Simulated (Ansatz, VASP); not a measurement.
# One calculation of Ti, two programs

```
Ti
1.0
     2.93573    0.00000    0.00000
    -1.46787    2.54242    0.00000
     0.00000    0.00000    4.64086
Ti
2
Direct
  0.33333 0.66667 0.25000
  0.66667 0.33333 0.75000
```

Alike in both runs: task relaxation of cell and atoms; functional PBEsol; k mesh 18 × 18 × 10; occupations gaussian, width 0.1 eV; no spin polarisation.

```csv
,VASP,Ansatz
version,VASP 6.6.1,Ansatz 0.2.0
potentials or method,"VASP PAW PBE potentials, release 64 (Ti_sv), cutoff 600 eV","scalar-relativistic, plane waves, PAW"
valence electrons in the cell,24,24
```

VASP gave:

```
gap on the k mesh at the Fermi level, each at its own relaxed structure (eV) : none
relaxed volume (Å³/atom)                                                     : 16.67
relaxed cell length with the largest relative difference (Å)                 : 2.897
```

**Question.** What did Ansatz give for the same quantities?

**Answer.** gap on the k mesh at the Fermi level, each at its own relaxed structure (eV): none; relaxed volume (Å³/atom): 16.72; relaxed cell length with the largest relative difference (Å): 2.900.

VASP's potentials were made for PBE, not for PBEsol. A gap of «none» marks a metal or a gap that the smearing closes.
